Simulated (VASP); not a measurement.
# Fe (I4/mmm) in VASP: single point with r2SCAN

Aim: the single point of Fe with r2SCAN.

Program: VASP 6.6.1. These are calculated values, not measurements. Logs are shortened: lines on timing, memory, paths and dates and some standing lists are left out, and cuts for length are marked.

**1. The cell of the first run**

Symmetry: I4/mmm, No. 139, tetragonal system. The conventional cell has a = 2.446 Å, b = 2.446 Å, c = 4.025 Å, α = 90.00°, β = 90.00°, γ = 90.00°. Within 3.2 Å of Fe (site symmetry 4/mmm) lie 12 Fe at 2.45 to 2.65 Å.

**2. Single point, r2SCAN, collinear spin, ferromagnetic start**

Contents of POSCAR:

```
Fe
1.0
   -1.2229884552      1.2229884552      2.0125853163
    1.2229884552     -1.2229884552      2.0125853163
    1.2229884552      1.2229884552     -2.0125853163
Fe
1
Direct
    0.0000000000      0.0000000000      0.0000000000
```

Contents of INCAR.step1:

```
SYSTEM = Fe
PREC = Accurate ; ENCUT = 520
ISMEAR = 0 ; SIGMA = 0.1
LREAL = .False. ; LASPH = .True.
NELM = 150 ; ISPIN = 2
MAGMOM = 3.16 ; LMAXMIX = 4
NBANDS = 14 ; GGA = PE
ALGO = Normal ; EDIFF = 1E-4
LWAVE = .True. ; LCHARG = .False.
```

Contents of INCAR.step2:

```
SYSTEM = Fe
PREC = Accurate ; ENCUT = 520
EDIFF = 1E-6 ; ISMEAR = 0
SIGMA = 0.1 ; LREAL = .False.
LASPH = .True. ; NELM = 150
ALGO = Normal ; ISIF = 2
LWAVE = .False. ; LCHARG = .False.
ISPIN = 2 ; MAGMOM = 3.16
LORBIT = 11 ; LMAXMIX = 4
METAGGA = R2SCAN ; LMIXTAU = .True.
NBANDS = 14 ; ISTART = 1
```

Contents of KPOINTS:

```
Automatic mesh
0
Gamma
  30 30 30
  0 0 0
```

Potentials or basis: VASP PAW PBE potentials, release 64 (Fe).

Launch:

```bash
cat potpaw_PBE.64/Fe/POTCAR > POTCAR
cp INCAR.step1 INCAR
mpirun -np 1 vasp_std > vasp.out
cp INCAR.step2 INCAR
mpirun -np 1 vasp_std > vasp.out
```

OUTCAR:

```text
SYSTEM = Fe
   PREC = Accurate
   ENCUT = 520
   EDIFF = 1E-6
   ISMEAR = 0
   LREAL = .False.
   LASPH = .True.
   NELM = 150
   ISIF = 2
   ISPIN = 2
   LORBIT = 11
   METAGGA = R2SCAN
   ISTART = 1

 ion  position               nearest neighbor table
   1  0.000  0.000  0.000-

  LATTYP: Found a body centered tetragonal cell.
 ALAT       =     2.4459769104
 C/A-ratio  =     1.6456290390

  Lattice vectors:

 A1 = (  -1.2229884552,   1.2229884552,   2.0125853163)
 A2 = (   1.2229884552,  -1.2229884552,   2.0125853163)
 A3 = (   1.2229884552,   1.2229884552,  -2.0125853163)

Analysis of symmetry for initial positions (statically):
=====================================================================
 Subroutine PRICEL returns:
 Original cell was already a primitive cell.

 Routine SETGRP: Setting up the symmetry group for a
 body centered tetragonal supercell.

 Subroutine GETGRP returns: Found 16 space group operations
 (whereof 16 operations were pure point group operations)
 out of a pool of 16 trial point group operations.

The static configuration has the point symmetry D_4h.

Analysis of symmetry for dynamics (positions and initial velocities):
=====================================================================
 Subroutine PRICEL returns:
 Original cell was already a primitive cell.

 Routine SETGRP: Setting up the symmetry group for a
 body centered tetragonal supercell.

 Subroutine GETGRP returns: Found 16 space group operations
 (whereof 16 operations were pure point group operations)
 out of a pool of 16 trial point group operations.

The dynamic configuration has the point symmetry D_4h.

Analysis of structural, dynamic, and magnetic symmetry:
=====================================================================
 Subroutine PRICEL returns:
 Original cell was already a primitive cell.

 Routine SETGRP: Setting up the symmetry group for a
 body centered tetragonal supercell.

 Subroutine GETGRP returns: Found 16 space group operations
 (whereof 16 operations were pure point group operations)
 out of a pool of 16 trial point group operations.

The overall configuration has the point symmetry D_4h.

 Subroutine INISYM returns: Found 16 space group operations
 (whereof 16 operations are pure point group operations),
 and found     1 'primitive' translations

----------------------------------------------------------------------------------------

                                     Primitive cell

  volume of cell :      12.0409

  direct lattice vectors                    reciprocal lattice vectors
    -1.222988455  1.222988455  2.012585316     0.000000000  0.408834603  0.248436673
[... 127 lines left out ...]
  ---------------------------------------------------
  free energy    TOTEN  =       -14.28911541 eV

  energy without entropy =      -14.28552565  energy(sigma->0) =      -14.28732053

 E-fermi :   5.5213     XC(G=0): -13.8632

 val. band max:        5.5189957123   @ k =   0.4000   0.2000   0.1000
 cond. band min:       5.5229278772   @ k =   0.4667   0.2333  -0.0000
 fundamental gap:      0.0039321649
 Fermi energy:         5.5212558551

 spin component 1

 k-point     1 :       0.0000    0.0000    0.0000
  band No.  band energies     occupation
      1      -3.1603      1.00000
      2       1.8485      1.00000
      3       2.6469      1.00000
      4       2.6471      1.00000
      5       2.7260      1.00000
      6       3.6568      1.00000
      7      28.5689      0.00000
      8      30.7070      0.00000
      9      32.9947      0.00000
     10      32.9947      0.00000
     11      34.6294      0.00000
     12      34.6294      0.00000
     13      35.5979      0.00000
     14      35.9879      0.00000
[... 379 lines left out ...]
      3       2.2343      1.00000
      4       2.8278      1.00000
      5       3.4599      1.00000
      6       3.6528      1.00000
      7      18.7253      0.00000
      8      26.6216      0.00000
      9      29.2708      0.00000
     10      30.6615      0.00000
     11      32.5044      0.00000
     12      36.6998      0.00000
     13      39.4525      0.00000
     14      42.2811      0.00000

 [... further k-points ...]

 Fermi energy:         5.5212558551

 spin component 2

 k-point     1 :       0.0000    0.0000    0.0000
  band No.  band energies     occupation
      1      -3.6502      1.00000
      2       4.6902      1.00000
      3       6.4991      0.00000
      4       6.4991      0.00000
      5       6.6536      0.00000
      6       8.6134      0.00000
      7      27.9590      0.00000
      8      30.4950      0.00000
      9      34.6003      0.00000
     10      34.6003      0.00000
     11      36.0415      0.00000
     12      36.0417      0.00000
     13      36.3714      0.00000
     14      37.1012      0.00000
[... 379 lines left out ...]
      3       5.4656      0.78452
      4       6.9419      0.00000
      5       7.3838      0.00000
      6       8.2596      0.00000
      7      19.9232      0.00000
      8      26.7711      0.00000
      9      30.5156      0.00000
     10      31.8667      0.00000
     11      33.7620      0.00000
     12      37.5029      0.00000
     13      40.3816      0.00000
     14      44.2821      0.00000

 [... further k-points ...]

------------------------ aborting loop because EDIFF is reached ----------------------------------------

  FORCE on cell =-STRESS in cart. coord.  units (eV):
  Direction    XX          YY          ZZ          XY          YZ          ZX
  --------------------------------------------------------------------------------------
  -------------------------------------------------------------------------------------
  Total       -0.0289444     -0.0289444     -0.0115256      0.0000000     -0.0000000      0.0000000
  in kB       -3.8513825     -3.8513825     -1.5336159      0.0000000     -0.0000000      0.0000000
  external PRESSURE =      -3.0787937 kB  Pullay stress =       0.0000000 kB

 VOLUME and BASIS-vectors are now :
 -----------------------------------------------------------------------------
  energy-cutoff  :      520.00
  volume of cell :       12.04
      direct lattice vectors                 reciprocal lattice vectors
    -1.222988455  1.222988455  2.012585316     0.000000000  0.408834603  0.248436673
     1.222988455 -1.222988455  2.012585316     0.408834603  0.000000000  0.248436673
     1.222988455  1.222988455 -2.012585316     0.408834603  0.408834603  0.000000000

 POSITION                                       TOTAL-FORCE (eV/Angst)
 -----------------------------------------------------------------------------------
      0.00000      0.00000      0.00000        -0.000000     -0.000000      0.000000
 -----------------------------------------------------------------------------------
    total drift:                                0.000000     -0.000000      0.000000

  FREE ENERGIE OF THE ION-ELECTRON SYSTEM (eV)
  ---------------------------------------------------
  free  energy   TOTEN  =       -14.2891154112 eV

  energy  without entropy=      -14.2855256490  energy(sigma->0) =      -14.28732053

 total charge

# of ion       s       p       d       tot
------------------------------------------
    1        0.479   0.532   6.159   7.169

 magnetization (x)

# of ion       s       p       d       tot
------------------------------------------
    1       -0.009  -0.093   2.889   2.787
```

OUTCAR.step1:

```text
SYSTEM = Fe
   PREC = Accurate
   ENCUT = 520
   ISMEAR = 0
   LREAL = .False.
   LASPH = .True.
   NELM = 150
[... 1056 lines left out ...]
 -----------------------------------------------------------------------------------
      0.00000      0.00000      0.00000        -0.000000      0.000000     -0.000000
 -----------------------------------------------------------------------------------
    total drift:                                0.000000     -0.000000     -0.000000

  FREE ENERGIE OF THE ION-ELECTRON SYSTEM (eV)
  ---------------------------------------------------
  free  energy   TOTEN  =        -8.1324768674 eV

  energy  without entropy=       -8.1284212204  energy(sigma->0) =       -8.13044904
```

It took 27 min on 1 thread of AMD EPYC 9R45 (Zen 5), shared host; peak memory 0.53 GiB.

What came out:

* Free energy: -14.2891 eV
* Pressure: -0.3 GPa
* Net moment: 2.73 μB per cell
* Site moments: Fe +2.79 μB
* Valence electrons inside the program's atomic spheres: Fe 7.17

Stress tensor (GPa, compression positive):
```
-0.39  0.00  0.00
 0.00 -0.39  0.00
 0.00  0.00 -0.15
```

Caveat: the PAW data sets were made with another functional, which shifts forces and pressure a little.
